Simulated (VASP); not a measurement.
## SiC5: single point with PBE

The system is SiC5.

```
CELL_PARAMETERS angstrom
2.43814 0.00000 0.00000
-1.21907 2.11149 0.00000
0.00000 0.00000 16.18230
ATOMIC_POSITIONS crystal
Si 0.00000 0.00000 0.50000
C 0.00000 0.00000 0.00000
C 0.33333 0.66667 0.76444
C 0.66667 0.33333 0.76444
C 0.33333 0.66667 0.23556
C 0.66667 0.33333 0.23556
```

```yaml
Program: VASP 6.6.1
Task: single point
Functional: PBE
Potentials_or_basis: VASP PAW PBE potentials, release 64 (Si, C)
Cutoff: 520 eV
k_mesh: 12 × 12 × 1
Occupations: gaussian, width 0.1 eV
Spin: no spin polarisation
Dipole_correction: no
Further_INCAR_settings: ALGO = Normal; EDIFF = 1e-06; NBANDS = 21
```

| Quantity | Value |
| --- | --- |
| Pressure | 0.0 GPa |
| Band gap on the k mesh | 0.14 eV, indirect (least direct gap 0.63 eV) |

Stress tensor (GPa, compression positive):
```
-0.10  0.00  0.00
 0.00 -0.10  0.00
 0.00  0.00  0.19
```

Levels at points of the mesh, in eV from the valence-band top:
| k point | band 9 | band 10 | band 11 | band 12 | band 13 | band 14 | band 15 | band 16 |
| --- | --- | --- | --- | --- | --- | --- | --- | --- |
| (0.00, 0.00, 0.00) | -2.66 | -2.66 | -2.66 | -2.04 | 2.88 | 5.60 | 5.60 | 5.77 |
| (0.50, 0.00, 0.00) | -4.51 | -3.45 | -2.01 | -2.00 | 1.34 | 2.12 | 2.12 | 2.96 |

It took 23 s on 1 thread of AMD EPYC 9R45 96-Core Processor (Zen 5), on a shared host, peak memory 0.16 GiB.

A k mesh can miss the band edges.
